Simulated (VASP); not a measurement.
A run of VASP 6.6.1 is set up as follows.

The input INCAR:

```
PREC     = Accurate       # precision mode
ENCUT    = 600            # plane-wave cutoff, eV
EDIFF    = 1E-7           # SCF threshold, eV
ISMEAR   = 0              # smearing method
SIGMA    = 0.15           # smearing width, eV
LREAL    = False          # projectors in reciprocal space
LASPH    = True           # aspherical terms in the spheres
NELM     = 120            # most SCF steps
ALGO     = Normal         # electronic algorithm
ISIF     = 3              # what is computed and relaxed
LWAVE    = False          # write WAVECAR
LCHARG   = False          # write CHGCAR
GGA      = PE             # functional
IBRION   = 2              # ionic algorithm
NSW      = 36             # ionic steps
EDIFFG   = -0.08          # ionic threshold
GGA_COMPAT= False        
NELMIN   = 4
```

File KPOINTS:

```
regular mesh
0
Gamma
  3 3 2
```

Contents of POSCAR:

```
Mg3CdSe4
1.0
    5.7458468600      0.0000000000      0.0000000000
   -2.8729234300      4.9760493500      0.0000000000
    0.0000000000      0.0000000000      7.7508964000
Mg Cd Se
3 1 4
Direct
    0.6666666700      0.3333333300      0.2705615200
    0.6666666700      0.3333333300      0.7294384800
    0.3333333300      0.6666666700      0.5000000000
    0.0000000000      0.0000000000      0.5000000000
    0.6666666700      0.3333333300      0.0000000000
    0.1481517100      0.8518482900      0.0000000000
    0.1481517100      0.2963034200      0.0000000000
    0.7036965800      0.8518482900      0.0000000000
```

Potentials or basis: VASP PAW PBE potentials, release 64 (Mg, Cd, Se).

Launch:

```console
$ cat potpaw_PBE.64/Mg/POTCAR potpaw_PBE.64/Cd/POTCAR potpaw_PBE.64/Se/POTCAR > POTCAR
$ mpirun -np 1 vasp_std > vasp.out
```

Problem. Estimate the relaxed cell.

Solution. a = 5.664 Å, b = 5.664 Å, c = 7.802 Å, α = 90.00°, β = 90.00°, γ = 120.00°.

Problem. Predict the band gap on the k mesh.

Solution. Zero (bands 21 and 22 overlap by 0.90 eV).

The path:
```csv
step,energy change (eV),largest force (eV/Å),pressure (GPa),volume (Å³)
1,0.0000,5.9629,4.68,221.61
2,-1.7596,0.2261,-2.04,247.74
3,-1.7908,0.7398,-1.46,242.49
4,-1.7933,0.6487,-1.57,243.36
5,-1.9178,0.6556,-0.78,234.12
6,-1.9979,0.7498,1.00,220.39
7,-2.0609,0.6757,1.08,217.74
8,-2.1653,0.4629,1.53,209.83
9,-2.2025,0.2394,0.67,213.24
10,-2.2136,0.0480,-0.13,216.76
```

Caveat: the k points lie up to 0.43 Å⁻¹ apart in the final cell, too coarse for converged energies and pressures of a metal; the relaxation stopped at a loose force limit of 0.08 eV/Å, so its end isn't a converged minimum.
